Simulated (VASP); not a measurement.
# Hf (P6_3/mmc) in VASP: further runs, part 2 of 4

VASP 6.6.1. Earlier steps stand in the parts before.

## (4) Relaxation of cell and atoms, BLYP

This run uses another cell than the first one, of 22.38 Å³/atom.

Contents of INCAR:

```
  PREC = Accurate
  ENCUT = 600
  EDIFF = 1E-6
  ISMEAR = -1
  SIGMA = 0.05
  LREAL = F
  LASPH = T
  NELM = 80
  ALGO = Normal
  ISIF = 3
  LWAVE = F
  LCHARG = F
  GGA = B5
  ALDAX = 1.0
  AGGAX = 1.0
  AGGAC = 1.0
  ALDAC = 0.0
  IBRION = 2
  NSW = 60
  EDIFFG = -0.01
```

Contents of KPOINTS:

```
regular mesh
0
Gamma
  10 10 5
```

Contents of POSCAR:

```
Hf
1.0
    3.1967000000      0.0000000000      0.0000000000
   -1.5983500000      2.7684234083      0.0000000000
    0.0000000000      0.0000000000      5.0578000000
Hf
2
Direct
    0.6666666667      0.3333333333      0.7500000000
    0.3333333333      0.6666666667      0.2500000000
```

Potentials or basis: VASP PAW PBE potentials, release 64 (Hf_pv).

On the command line:

```console
> cat potpaw_PBE.64/Hf_pv/POTCAR > POTCAR
> mpirun -np 1 vasp_std > vasp.out
```

OUTCAR:

```text
PREC = Accurate
   ENCUT = 600
   EDIFF = 1E-6
   ISMEAR = -1
   LREAL = F
   LASPH = T
   NELM = 80
   ISIF = 3
   GGA = B5
   IBRION = 2
   NSW = 60
   EDIFFG = -0.01

 ion  position               nearest neighbor table
   1  0.667  0.333  0.750-   2 3.13   2 3.13   2 3.13   2 3.13   2 3.13   2 3.13
   2  0.333  0.667  0.250-   1 3.13   1 3.13   1 3.13   1 3.13   1 3.13   1 3.13

  LATTYP: Found a hexagonal cell.
 ALAT       =     3.1967000000
 C/A-ratio  =     1.5821941377

  Lattice vectors:

 A1 = (   3.1967000000,   0.0000000000,   0.0000000000)
 A2 = (  -1.5983500000,   2.7684234083,   0.0000000000)
 A3 = (   0.0000000000,   0.0000000000,   5.0578000000)

Analysis of symmetry for initial positions (statically):
=====================================================================
 Subroutine PRICEL returns:
 Original cell was already a primitive cell.

 Routine SETGRP: Setting up the symmetry group for a
 hexagonal supercell.

 Subroutine GETGRP returns: Found 24 space group operations
 (whereof 12 operations were pure point group operations)
 out of a pool of 24 trial point group operations.

The static configuration has the point symmetry D_3d.
 The point group associated with its full space group is D_6h.

Analysis of symmetry for dynamics (positions and initial velocities):
=====================================================================
 Subroutine PRICEL returns:
 Original cell was already a primitive cell.

 Routine SETGRP: Setting up the symmetry group for a
 hexagonal supercell.

 Subroutine GETGRP returns: Found 24 space group operations
 (whereof 12 operations were pure point group operations)
 out of a pool of 24 trial point group operations.

The dynamic configuration has the point symmetry D_3d.
 The point group associated with its full space group is D_6h.

 Subroutine INISYM returns: Found 24 space group operations
 (whereof 12 operations are pure point group operations),
 and found     1 'primitive' translations

[... 131 lines left out ...]
   NGX = 13   NGY = 13   NGZ = 21

--------------------------------------- Ionic step        1  -------------------------------------------

 number of electron      20.0000001 magnetization

 Free energy of the ion-electron system (eV)
  ---------------------------------------------------
  ext. energy  EPLUGINS =         0.00000000
  ---------------------------------------------------
  free energy    TOTEN  =       -17.23357787 eV

  energy without entropy =      -17.22321144  energy(sigma->0) =      -17.22839465

------------------------ aborting loop because EDIFF is reached ----------------------------------------

  FORCE on cell =-STRESS in cart. coord.  units (eV):
  Direction    XX          YY          ZZ          XY          YZ          ZX
  --------------------------------------------------------------------------------------
  -------------------------------------------------------------------------------------
  Total        0.9670256      0.9670256      0.8988029      0.0000000     -0.0000000      0.0000000
  in kB       34.6140579     34.6140579     32.1720708      0.0000000     -0.0000000      0.0000000
  external PRESSURE =      33.8000622 kB  Pullay stress =       0.0000000 kB
[... 131 lines left out ...]
--------------------------------------- Ionic step        5  -------------------------------------------

 number of electron      20.0000002 magnetization

 Free energy of the ion-electron system (eV)
  ---------------------------------------------------
  ext. energy  EPLUGINS =         0.00000000
  ---------------------------------------------------
  free energy    TOTEN  =       -17.24833914 eV

  energy without entropy =      -17.23703230  energy(sigma->0) =      -17.24268572

 E-fermi :   5.2031     XC(G=0): -10.5661

 val. band max:        5.1898040540   @ k =   0.1000   0.1000   0.2000
 cond. band min:       5.2069984937   @ k =   0.0000   0.0000   0.4000
 fundamental gap:      0.0171944397
 Fermi energy:         5.2030718148

 k-point     1 :       0.0000    0.0000    0.0000
  band No.  band energies     occupation
      1     -25.8180      2.00000
      2     -25.1362      2.00000
      3     -25.1362      2.00000
      4     -25.0225      2.00000
      5     -25.0171      2.00000
      6     -25.0171      2.00000
      7      -1.9154      2.00000
      8       1.6337      2.00000
      9       6.0032      0.00000
     10       6.2908      0.00000
     11       6.2908      0.00000
     12       6.5771      0.00000
     13       7.0662      0.00000
     14       7.0662      0.00000
[... 377 lines left out ...]
      1     -25.6795      2.00000
      2     -25.5622      2.00000
      3     -25.3986      2.00000
      4     -25.2892      2.00000
      5     -25.2029      2.00000
      6     -25.1363      2.00000
      7       1.8851      2.00000
      8       2.8514      2.00000
      9       3.6232      2.00000
     10       4.1511      2.00000
     11       5.8075      0.00001
     12       6.2224      0.00000
     13       6.7810      0.00000
     14       9.7217      0.00000

 [... further k-points ...]
[... 5 lines left out ...]
  --------------------------------------------------------------------------------------
  -------------------------------------------------------------------------------------
  Total        0.0188151      0.0188151     -0.0079613      0.0000000     -0.0000000      0.0000000
  in kB        0.6529427      0.6529427     -0.2762820      0.0000000     -0.0000000      0.0000000
  external PRESSURE =       0.3432012 kB  Pullay stress =       0.0000000 kB
[... 17 lines left out ...]
  FREE ENERGIE OF THE ION-ELECTRON SYSTEM (eV)
  ---------------------------------------------------
  free  energy   TOTEN  =       -17.2483391408 eV

  energy  without entropy=      -17.2370322952  energy(sigma->0) =      -17.24268572

 reached required accuracy - stopping structural energy minimisation
```

OSZICAR:

```text
N       E                     dE             d eps       ncg     rms          rms(c)
DAV:   1     0.527890152891E+02    0.52789E+02   -0.12543E+04  1176   0.151E+03
DAV:   2    -0.158034186397E+02   -0.68592E+02   -0.67509E+02  1458   0.286E+02
DAV:   3    -0.178421482194E+02   -0.20387E+01   -0.20144E+01  1572   0.316E+01
DAV:   4    -0.178648842865E+02   -0.22736E-01   -0.22710E-01  1386   0.400E+00
[... 36 lines left out ...]
DAV:   1    -0.172485182835E+02   -0.24143E-03   -0.12381E-02  1188   0.921E-01    0.105E-01
DAV:   2    -0.172483873405E+02    0.13094E-03   -0.19119E-04  1542   0.109E-01    0.397E-02
DAV:   3    -0.172483448456E+02    0.42495E-04   -0.50763E-05  1622   0.478E-02    0.313E-02
DAV:   4    -0.172483392154E+02    0.56301E-05   -0.13622E-05  1702   0.250E-02    0.160E-02
DAV:   5    -0.172483391408E+02    0.74601E-07   -0.56331E-07   714   0.584E-03
   5 F= -.17248339E+02 E0= -.17242686E+02  d E =-.628924E-04
```

It took 4.5 min on 1 thread of Intel Xeon 8259CL, shared host; peak memory 0.2 GiB.

Results:

```
Free energy                           : -17.2483 eV
Relaxed volume                        : 23.08 Å³/atom
Relaxed cell                          : a = 3.233 Å, b = 3.233 Å, c = 5.102 Å, α = 90.00°, β = 90.00°, γ = 120.00°
Space group after relaxing (to 0.1 Å) : P6_3/mmc (No. 194)
Energy gained by relaxing             : 7.4 meV/atom
Ionic steps                           : 5
Pressure after relaxing               : 0.0 GPa
Band gap on the k mesh                : zero (bands 10 and 11 overlap by 1.39 eV)
```

Stress tensor (GPa, compression positive):
```
 0.07  0.00  0.00
 0.00  0.07  0.00
 0.00  0.00 -0.03
```

The path:
| step | energy change (eV) | largest force (eV/Å) | pressure (GPa) | volume (Å³) |
| --- | --- | --- | --- | --- |
| 1 | 0.0000 | 0.0000 | 3.38 | 44.76 |
| 2 | 0.0043 | 0.0000 | -3.49 | 47.89 |
| 3 | -0.0147 | 0.0000 | -0.03 | 46.20 |
| 4 | -0.0147 | 0.0000 | 0.01 | 46.17 |
| 5 | -0.0148 | 0.0000 | 0.03 | 46.17 |

Final structure:
```
Hf
1.0
     3.23254    0.00000    0.00000
    -1.61627    2.79946    0.00000
     0.00000    0.00000    5.10182
Hf
2
Direct
  0.66667 0.33333 0.75000
  0.33333 0.66667 0.25000
```

Caveat: the PAW data sets were made with another functional, which shifts forces and pressure a little; spin-orbit coupling is left out, which moves the levels of the heavy elements. BLYP gives volumes clearly too large for solids.

(Continued in part 3 of 4.)
